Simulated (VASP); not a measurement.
Input of a VASP 6.6.1 run:

POSCAR

```
Co2Si
1.0
    3.9116181585      0.0000000000      0.0000000000
   -1.9558090793      3.3875606951      0.0000000000
    0.0000000000      0.0000000000      2.4761961159
Co Si
2 1
Direct
    0.3333333333      0.6666666667      0.5000000000
    0.6666666667      0.3333333333      0.5000000000
    0.0000000000      0.0000000000      0.0000000000
```

The input INCAR.step1:

```
PREC = Accurate ; ENCUT = 520
ISMEAR = 0 ; SIGMA = 0.1
LREAL = F ; LASPH = T
NELM = 150 ; ISPIN = 2
MAGMOM = 1.63 1.63 0 ; LMAXMIX = 4
NBANDS = 22 ; GGA = PE
ALGO = Normal ; EDIFF = 1E-4
LWAVE = T ; LCHARG = F
```

Contents of INCAR.step2:

```
PREC = Accurate ; ENCUT = 520
EDIFF = 1E-7 ; ISMEAR = 0
SIGMA = 0.1 ; LREAL = F
LASPH = T ; NELM = 150
ALGO = Normal ; ISIF = 2
LWAVE = F ; LCHARG = F
ISPIN = 2 ; MAGMOM = 1.63 1.63 0
LORBIT = 11 ; LMAXMIX = 4
METAGGA = R2SCAN ; LMIXTAU = T
NBANDS = 22 ; ISTART = 1
```

File KPOINTS:

```
Automatic mesh
0
Gamma
  12 12 18
```

Potentials or basis: VASP PAW PBE potentials, release 64 (Co, Si).

The run is started by

```console
$ cat potpaw_PBE.64/Co/POTCAR potpaw_PBE.64/Si/POTCAR > POTCAR
$ cp INCAR.step1 INCAR
$ mpirun -np 1 vasp_std > vasp.out
$ cp INCAR.step2 INCAR
$ mpirun -np 1 vasp_std > vasp.out
```

Task: What does it give for the site moments?

Result: Co +1.43; Si -0.02 μB.

Task: What does it give for the net moment?

Result: 2.74 μB per cell.

Task: Predict the pressure.

Result: -0.1 GPa.

Stress tensor (GPa, compression positive):
```
-0.15  0.00  0.00
 0.00 -0.15  0.00
 0.00  0.00 -0.04
```

Caveat: the PAW data sets were made with another functional, which shifts forces and pressure a little.
